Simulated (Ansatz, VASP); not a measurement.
## Ge: VASP beside Ansatz

The input INCAR:

```
SYSTEM = Ge
PREC = Accurate
ENCUT = 520
EDIFF = 1E-6
ISMEAR = 0
SIGMA = 0.15
LREAL = .FALSE.
LASPH = .TRUE.
NELM = 80
ALGO = Normal
ISIF = 2
LWAVE = .FALSE.
LCHARG = .FALSE.
GGA = PS
NBANDS = 21
```

File KPOINTS:

```
Automatic mesh
0
G
  16 16 16
  0 0 0
```

File POSCAR:

```
Ge
1.0
    0.3549299317      3.0169044191      3.0169044191
    3.0169044191      0.3549299317      3.0169044191
    3.0169044191      3.0169044191      0.3549299317
Ge
2
Direct
    0.5000000000      0.5000000000      0.5000000000
    0.7500000000      0.7500000000      0.7500000000
```

Input for Ansatz:

```yaml
crystal:
  lattice:
    - [0.3549299317, 3.0169044191, 3.0169044191]
    - [3.0169044191, 0.3549299317, 3.0169044191]
    - [3.0169044191, 3.0169044191, 0.3549299317]
  atoms:
    - { symbol: Ge, position: [0.5, 0.5, 0.5] }
    - { symbol: Ge, position: [0.75, 0.75, 0.75] }
basis:
  ecutwfc: 420
kpoints:
  mp_grid: { grid: [16, 16, 16] }
hamiltonian:
  xc: pbesol
scf:
  occupations: { method: gaussian, width: 0.15 }
output:
  forces: true
  stress: true
  eigenvalues: true
```

Alike in both runs: task single point; functional PBEsol; k mesh 16 × 16 × 16; occupations gaussian, width 0.15 eV; no spin polarisation.

|  | VASP | Ansatz |
| --- | --- | --- |
| version | VASP 6.6.1 | Ansatz 0.2.0 |
| potentials or method | VASP PAW PBE potentials, release 64 (Ge_d), cutoff 520 eV | scalar-relativistic, plane waves, PAW |
| valence electrons in the cell | 28 | 28 |

VASP gave:

| Property | Result |
| --- | --- |
| gap on the k mesh at the Fermi level (eV) | none |
| pressure (GPa) | 4.2 |
| traceless stress, the component that is largest in VASP (GPa) | -7.41 |
| rms of the force components (eV/Å) | 0.554 |

Problem. What did Ansatz give for the same quantities?

Solution. gap on the k mesh at the Fermi level (eV): none; pressure (GPa): 4.3; traceless stress, the component that is largest in VASP (GPa): -7.41; rms of the force components (eV/Å): 0.560.

VASP's potentials were made for PBE, not for PBEsol. Atom by atom the forces differ by 0.007 eV/Å (rms over components). A gap of «none» marks a metal or a gap that the smearing closes.
